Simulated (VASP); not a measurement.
# LiF (Fm-3m) in VASP: further runs, part 2 of 2

VASP 6.6.1. Earlier steps stand in the parts before.

## 3. Single point, PBE (strain +1.0%)

INCAR

```
SYSTEM = LiF
  ALGO = Normal
  EDIFF = 1E-6
  ENCUT = 520
  GGA = PE
  ISIF = 2
  ISMEAR = -1
  LASPH = .TRUE.
  LCHARG = .FALSE.
  LREAL = .FALSE.
  LWAVE = .FALSE.
  NBANDS = 12
  NELM = 80
  PREC = Accurate
  SIGMA = 0.02
```

KPOINTS

```
k-points
0
G
  10 10 10
  0 0 0
```

POSCAR

```
LiF
1.0
    0.0000000000      2.0148204549      2.0148204549
    2.0148204549      0.0000000000      2.0148204549
    2.0148204549      2.0148204549      0.0000000000
Li F
1 1
Direct
    0.0000000000      0.0000000000      0.0000000000
    0.5000000000      0.5000000000      0.5000000000
```

Potentials or basis: VASP PAW PBE potentials, release 64 (Li_sv, F).

Command:

```bash
$ cat potpaw_PBE.64/Li_sv/POTCAR potpaw_PBE.64/F/POTCAR > POTCAR
$ mpirun -np 1 vasp_std > vasp.out
```

OUTCAR:

```text
SYSTEM = LiF
   EDIFF = 1E-6
   ENCUT = 520
   GGA = PE
   ISIF = 2
   ISMEAR = -1
   LASPH = .TRUE.
   LREAL = .FALSE.
   NELM = 80
   PREC = Accurate

 ion  position               nearest neighbor table
   1  0.000  0.000  0.000-   2 2.01   2 2.01   2 2.01   2 2.01   2 2.01   2 2.01
   2  0.500  0.500  0.500-   1 2.01   1 2.01   1 2.01   1 2.01   1 2.01   1 2.01

  LATTYP: Found a face centered cubic cell.
 ALAT       =     4.0296409098

  Lattice vectors:

 A1 = (   0.0000000000,   2.0148204549,   2.0148204549)
 A2 = (   2.0148204549,   0.0000000000,   2.0148204549)
 A3 = (   2.0148204549,   2.0148204549,   0.0000000000)

Analysis of symmetry for initial positions (statically):
=====================================================================
 Subroutine PRICEL returns:
 Original cell was already a primitive cell.

 Routine SETGRP: Setting up the symmetry group for a
 face centered cubic supercell.

 Subroutine GETGRP returns: Found 48 space group operations
 (whereof 48 operations were pure point group operations)
 out of a pool of 48 trial point group operations.

The static configuration has the point symmetry O_h .

Analysis of symmetry for dynamics (positions and initial velocities):
=====================================================================
 Subroutine PRICEL returns:
 Original cell was already a primitive cell.

 Routine SETGRP: Setting up the symmetry group for a
 face centered cubic supercell.

 Subroutine GETGRP returns: Found 48 space group operations
 (whereof 48 operations were pure point group operations)
 out of a pool of 48 trial point group operations.

The dynamic configuration has the point symmetry O_h .

 Subroutine INISYM returns: Found 48 space group operations
 (whereof 48 operations are pure point group operations),
 and found     1 'primitive' translations

----------------------------------------------------------------------------------------

                                     Primitive cell

  volume of cell :      16.3583

  direct lattice vectors                    reciprocal lattice vectors
     0.000000000  2.014820455  2.014820455    -0.248161070  0.248161070  0.248161070
     2.014820455  0.000000000  2.014820455     0.248161070 -0.248161070  0.248161070
     2.014820455  2.014820455  0.000000000     0.248161070  0.248161070 -0.248161070

  length of vectors
     2.849386413  2.849386413  2.849386413     0.429827582  0.429827582  0.429827582

  position of ions in fractional coordinates (direct lattice)
     0.000000000  0.000000000  0.000000000
     0.500000000  0.500000000  0.500000000

  ion indices of the primitive-cell ions
   primitive index   ion index
                 1           1
                 2           2

----------------------------------------------------------------------------------------

 KPOINTS: k-points

Automatic generation of k-mesh.
 Grid dimensions read from file:
 generate k-points for:   10   10   10

 Generating k-lattice:

  Cartesian coordinates                     Fractional coordinates (reciprocal lattice)
    -0.024816107  0.024816107  0.024816107     0.100000000  0.000000000  0.000000000
     0.024816107 -0.024816107  0.024816107     0.000000000  0.100000000  0.000000000
     0.024816107  0.024816107 -0.024816107     0.000000000  0.000000000  0.100000000

  Length of vectors
     0.042982758  0.042982758  0.042982758

  Shift w.r.t. Gamma in fractional coordinates (k-lattice)
     0.000000000  0.000000000  0.000000000

 Subroutine IBZKPT returns following result:
 ===========================================

 Found     47 irreducible k-points:

 Following reciprocal coordinates:
            Coordinates               Weight
  0.000000  0.000000  0.000000      1.000000
  0.100000  0.000000  0.000000      8.000000
  0.200000  0.000000  0.000000      8.000000
  0.300000  0.000000  0.000000      8.000000
  0.400000  0.000000  0.000000      8.000000
  0.500000  0.000000  0.000000      4.000000
[... 16 lines left out ...]
  0.300000  0.300000  0.000000      6.000000
  0.400000  0.300000  0.000000     24.000000
 [... further k-points ...]
   k-points           NKPTS =     47   k-points in BZ     NKDIM =     47   number of bands    NBANDS=     12
   number of dos      NEDOS =    301   number of ions     NIONS =      2
   total plane-waves  NPLWV =  13824
   dimension x,y,z NGX =    24 NGY =   24 NGZ =   24
   dimension x,y,z NGXF=    48 NGYF=   48 NGZF=   48
   ions per type =               1   1
   NGX,Y,Z   is equivalent  to a cutoff of  14.00, 14.00, 14.00 a.u.
   NGXF,Y,Z  is equivalent  to a cutoff of  28.01, 28.01, 28.01 a.u.
 SYSTEM =  LiF
   PREC   = accura    normal or accurate (medium, high low for compatibility)
   ISTART =      0    job   : 0-new  1-cont  2-samecut
   ICHARG =      2    charge: 1-file 2-atom 10-const
   ISPIN  =      1    spin polarized calculation?
   LNONCOLLINEAR =      F non collinear calculations
   LSORBIT =      F    spin-orbit coupling
   LASPH  =      T    aspherical Exc in radial PAW
   ENCUT  =  520.0 eV  38.22 Ry    6.18 a.u.   5.30  5.30  5.30*2*pi/ulx,y,z
   NELM   =     80;   NELMIN=  2; NELMDL= -5     # of ELM steps
   EDIFF  = 0.1E-05   stopping-criterion for ELM
   LREAL  =      F    real-space projection
   EDIFFG = 0.1E-04   stopping-criterion for IOM
   NSW    =      0    number of steps for IOM
   IBRION =     -1    ionic relax: 0-MD 1-quasi-New 2-CG
   NFREE  =      0    steps in history (QN), initial steepest desc. (CG)
   ISIF   =      2    stress and relaxation
   ISYM   =      2    0-nonsym 1-usesym 2-fastsym
   POTIM  = 0.5000    time-step for ionic-motion
   TEBEG  =    0.0;   TEEND  =   0.0 temperature during run
   PSTRESS=    0.0 pullay stress
   NELECT =      10.0000    total number of electrons
   NUPDOWN=      -1.0000    fix difference up-down
   EMIN   =  10.00;   EMAX   =-10.00  energy-range for DOS
   EFERMI =   0.00;   METHOD = LEGACY
   ISMEAR =    -1;   SIGMA  =   0.02  broadening in eV -4-tet -1-fermi 0-gaus
   EFERMI_NEDOS =   21; number of points for ismear=-14 and -15
   IALGO  =     38    algorithm
   IMIX   =      4    mixing-type and parameters
     AMIX     =   0.40;   BMIX     =  1.00
     AMIX_MAG =   1.60;   BMIX_MAG =  1.00
  volume/ion in A,a.u.               =       8.18        55.20
  Fermi-wavevector in a.u.,A,eV,Ry     =   1.389404  2.625592 26.265270  1.930443
  Thomas-Fermi vector in A             =   2.513438
   LORBIT       =      0    0 simple, 1 ext, 2 COOP (PROOUT), +10 PAW based schemes
   GGA     = PE    functional components
   LHFCALC =     F    Hartree Fock is set to
   AEXX    =    0.0000 exact exchange contribution
   IVDW    =     0    specifies the selected vdW correction
   LEPSILON=     F    determine dielectric tensor
   LRPA    =     F    only Hartree local field effects (RPA)
 non-spin polarized calculation
  energy-cutoff  :      520.00
  volume of cell :       16.36
 maximum number of plane-waves:       459
 NGX is ok and might be reduce to    24
   NGX = 11   NGY = 11   NGZ = 11

 number of electron      10.0000000 magnetization

 number of electron       9.9999992 magnetization

 Free energy of the ion-electron system (eV)
  ---------------------------------------------------
  ext. energy  EPLUGINS =         0.00000000
  ---------------------------------------------------
  free energy    TOTEN  =        -9.63781604 eV

  energy without entropy =       -9.63781604  energy(sigma->0) =       -9.63781604

 E-fermi :  -0.6149     XC(G=0):  -9.9765

 val. band max:       -1.0259649441   @ k =   0.0000   0.0000   0.0000
 cond. band min:       8.0503363078   @ k =   0.0000   0.0000   0.0000
 fundamental gap:      9.0763012518
 Fermi energy:        -0.6148850842

 k-point     1 :       0.0000    0.0000    0.0000
  band No.  band energies     occupation
      1     -41.9492      2.00000
      2     -20.9975      2.00000
      3      -1.0260      2.00000
      4      -1.0260      2.00000
      5      -1.0260      2.00000
      6       8.0503      0.00000
      7      22.9239      0.00000
      8      22.9239      0.00000
      9      22.9239      0.00000
     10      23.2859      0.00000
     11      23.2859      0.00000
     12      23.2859      0.00000
[... 331 lines left out ...]
 k-point    24 :       0.4000    0.3000    0.0000
  band No.  band energies     occupation
      1     -41.8893      2.00000
      2     -20.4705      2.00000
      3      -3.3388      2.00000
      4      -1.8963      2.00000
      5      -1.7848      2.00000
      6      12.0438      0.00000
      7      15.7557      0.00000
      8      17.4987      0.00000
      9      19.1227      0.00000
     10      20.1873      0.00000
     11      32.8653      0.00000
     12      33.8639      0.00000

 [... further k-points ...]
[... 5 lines left out ...]
  --------------------------------------------------------------------------------------
  -------------------------------------------------------------------------------------
  Total        0.1591554      0.1591554      0.1591554      0.0000000      0.0000000      0.0000000
  in kB       15.5880899     15.5880899     15.5880899      0.0000000      0.0000000      0.0000000
  external PRESSURE =      15.5880899 kB  Pullay stress =       0.0000000 kB

 VOLUME and BASIS-vectors are now :
 -----------------------------------------------------------------------------
  energy-cutoff  :      520.00
  volume of cell :       16.36
      direct lattice vectors                 reciprocal lattice vectors
     0.000000000  2.014820455  2.014820455    -0.248161070  0.248161070  0.248161070
     2.014820455  0.000000000  2.014820455     0.248161070 -0.248161070  0.248161070
     2.014820455  2.014820455  0.000000000     0.248161070  0.248161070 -0.248161070

 POSITION                                       TOTAL-FORCE (eV/Angst)
 -----------------------------------------------------------------------------------
      0.00000      0.00000      0.00000         0.000000      0.000000      0.000000
      2.01482      2.01482      2.01482        -0.000000     -0.000000     -0.000000
 -----------------------------------------------------------------------------------
    total drift:                               -0.000000     -0.000000      0.000000

  FREE ENERGIE OF THE ION-ELECTRON SYSTEM (eV)
  ---------------------------------------------------
  free  energy   TOTEN  =        -9.6378160385 eV

  energy  without entropy=       -9.6378160385  energy(sigma->0) =       -9.63781604
```

OSZICAR:

```text
N       E                     dE             d eps       ncg     rms          rms(c)
DAV:   1     0.322080537021E+02    0.32208E+02   -0.54528E+03  1168   0.856E+02
DAV:   2    -0.896147483152E+01   -0.41170E+02   -0.40392E+02  1356   0.189E+02
DAV:   3    -0.101363525434E+02   -0.11749E+01   -0.11710E+01  1448   0.274E+01
DAV:   4    -0.101483579871E+02   -0.12005E-01   -0.12004E-01  1288   0.318E+00
DAV:   5    -0.101485035195E+02   -0.14553E-03   -0.14553E-03  1488   0.260E-01    0.454E+00
DAV:   6    -0.962650848968E+01    0.52200E+00   -0.24970E+00  1236   0.980E+00    0.139E+00
DAV:   7    -0.963089686130E+01   -0.43884E-02   -0.18862E-02  1528   0.120E+00    0.861E-01
DAV:   8    -0.963771284428E+01   -0.68160E-02   -0.15129E-02  1392   0.127E+00    0.111E-01
DAV:   9    -0.963773166827E+01   -0.18824E-04   -0.92942E-04  1304   0.273E-01    0.430E-02
DAV:  10    -0.963781286552E+01   -0.81197E-04   -0.13501E-04  1304   0.902E-02    0.149E-02
DAV:  11    -0.963781534946E+01   -0.24839E-05   -0.59618E-06  1404   0.230E-02    0.189E-03
DAV:  12    -0.963781603847E+01   -0.68901E-06   -0.49444E-07  1300   0.607E-03
   1 F= -.96378160E+01 E0= -.96378160E+01  d E =-.221536E-10
```

stdout:

```text
POSCAR found type information on POSCAR LiF
 POSCAR found :  2 types and       2 ions
 scaLAPACK will be used
 LDA part: xc-table for (Slater+PW92), standard interpolation
 POSCAR, INCAR and KPOINTS ok, starting setup
 FFT: planning ... GRIDC
 FFT: planning ... GRID_SOFT
 FFT: planning ... GRID
 WAVECAR not read
 entering main loop
```

Wall time 19 s (1 thread of AMD EPYC, shared host); peak memory 0.1 GiB.

Results:

- Free energy: -9.6378 eV
- Band gap on the k mesh: 9.08 eV, direct

Levels at points of the mesh, in eV from the valence-band top:
```tsv
k point	band 2	band 3	band 4	band 5	band 6	band 7	band 8	band 9
(0.00, 0.00, 0.00)	-19.97	0.00	0.00	0.00	9.08	23.95	23.95	23.95
(0.50, 0.00, 0.00)	-19.54	-2.51	-0.23	-0.23	10.77	16.73	18.89	18.89
(0.50, 0.50, 0.00)	-19.27	-3.00	-1.00	-1.00	14.80	16.47	17.44	20.22
```

Caveat: the cell differs from its parent crystal (strain +1.0%); the cutoff is under 1.25 times the usual one of these potentials, so pressure, stress and relaxed cells hold a basis-set (Pulay) error.

## 4. Single point, PBE (strain +2.0%)

INCAR

```
SYSTEM = LiF
ALGO = Normal
EDIFF = 1E-7
ENCUT = 520
GGA = PE
ISIF = 2
ISMEAR = -1
LASPH = .True.
LCHARG = .False.
LREAL = .False.
LWAVE = .False.
NBANDS = 12
NELM = 60
PREC = Accurate
SIGMA = 0.02
```

KPOINTS

```
k-points
0
Gamma
  10 10 10
  0 0 0
```

POSCAR

```
LiF
1.0
    0.0000000000      2.0347691723      2.0347691723
    2.0347691723      0.0000000000      2.0347691723
    2.0347691723      2.0347691723      0.0000000000
Li F
1 1
Direct
    0.0000000000      0.0000000000      0.0000000000
    0.5000000000      0.5000000000      0.5000000000
```

Command:

```bash
$ cat potpaw_PBE.64/Li_sv/POTCAR potpaw_PBE.64/F/POTCAR > POTCAR
$ mpirun -np 1 vasp_std > vasp.out
```

Wall time 22 s (1 thread of AMD EPYC, shared host); peak memory 0.1 GiB.

The run converged. Its results:

```yaml
Free_energy: -9.6409 eV
Band_gap_on_the_k_mesh: 8.82 eV, direct
```

Levels at points of the mesh, in eV from the valence-band top:
| k point | band 1 | band 2 | band 3 | band 4 | band 5 | band 6 | band 7 | band 8 | band 9 | band 10 |
| --- | --- | --- | --- | --- | --- | --- | --- | --- | --- | --- |
| (0.00, 0.00, 0.00) | -40.99 | -19.89 | 0.00 | 0.00 | 0.00 | 8.82 | 23.56 | 23.56 | 23.56 | 24.02 |
| (0.50, 0.00, 0.00) | -40.94 | -19.48 | -2.43 | -0.22 | -0.22 | 10.61 | 16.38 | 18.65 | 18.65 | 29.81 |
| (0.50, 0.50, 0.00) | -40.93 | -19.24 | -2.88 | -0.95 | -0.95 | 14.52 | 16.33 | 17.08 | 19.88 | 19.88 |

Caveat: the cell differs from its parent crystal (strain +2.0%); the cutoff is under 1.25 times the usual one of these potentials, so pressure, stress and relaxed cells hold a basis-set (Pulay) error. A k mesh can miss the band edges.

## 5. Single point, PBE (strain +3.0%)

INCAR

```
ALGO = Normal ; EDIFF = 1E-6
ENCUT = 520 ; GGA = PE
ISIF = 2 ; ISMEAR = -1
LASPH = T ; LCHARG = F
LREAL = F ; LWAVE = F
NBANDS = 12 ; NELM = 100
PREC = Accurate ; SIGMA = 0.02
```

KPOINTS

```
k-points
0
Gamma
  10 10 10
```

POSCAR

```
LiF
1.0
    0.0000000000      2.0547178897      2.0547178897
    2.0547178897      0.0000000000      2.0547178897
    2.0547178897      2.0547178897      0.0000000000
Li F
1 1
Direct
    0.0000000000      0.0000000000      0.0000000000
    0.5000000000      0.5000000000      0.5000000000
```

Command:

```bash
$ cat potpaw_PBE.64/Li_sv/POTCAR potpaw_PBE.64/F/POTCAR > POTCAR
$ mpirun -np 1 vasp_std > vasp.out
```

Run time: 21 s. Hardware: 1 thread of AMD EPYC, shared host; peak memory 0.1 GiB.

Results (log left out):

| Quantity | Value |
| --- | --- |
| Free energy | -9.6378 eV |
| Band gap on the k mesh | 8.57 eV, direct |

Levels at points of the mesh, in eV from the valence-band top:
```tsv
k point	band 3	band 4	band 5	band 6	band 7	band 8
(0.00, 0.00, 0.00)	0.00	0.00	0.00	8.57	23.18	23.18
(0.50, 0.00, 0.00)	-2.34	-0.21	-0.21	10.46	16.04	18.42
(0.50, 0.50, 0.00)	-2.76	-0.91	-0.91	14.26	16.19	16.73
```

Caveat: the cell differs from its parent crystal (strain +3.0%); the cutoff is under 1.25 times the usual one of these potentials, so pressure, stress and relaxed cells hold a basis-set (Pulay) error. A k mesh can miss the band edges.

## 6. Summary

```csv
cell,gap on the mesh (eV)
"a = 2.793 Å, angles 60.0°, 2 atoms",9.63
"a = 2.849 Å, angles 60.0°, 2 atoms",9.08
"a = 2.878 Å, angles 60.0°, 2 atoms",8.82
"a = 2.906 Å, angles 60.0°, 2 atoms",8.57
```

Alike in all rows: task single point; level PBE; potentials or basis VASP PAW PBE potentials, release 64 (Li_sv, F); no spin polarisation; k mesh 10 × 10 × 10; cutoff (eV) 520; smearing fermi-dirac 0.02 eV.

Caveats: the cutoff is under 1.25 times the usual one of these potentials, so pressure, stress and relaxed cells hold a basis-set (Pulay) error.

Absolute energies hang on the potentials; compare differences alone.
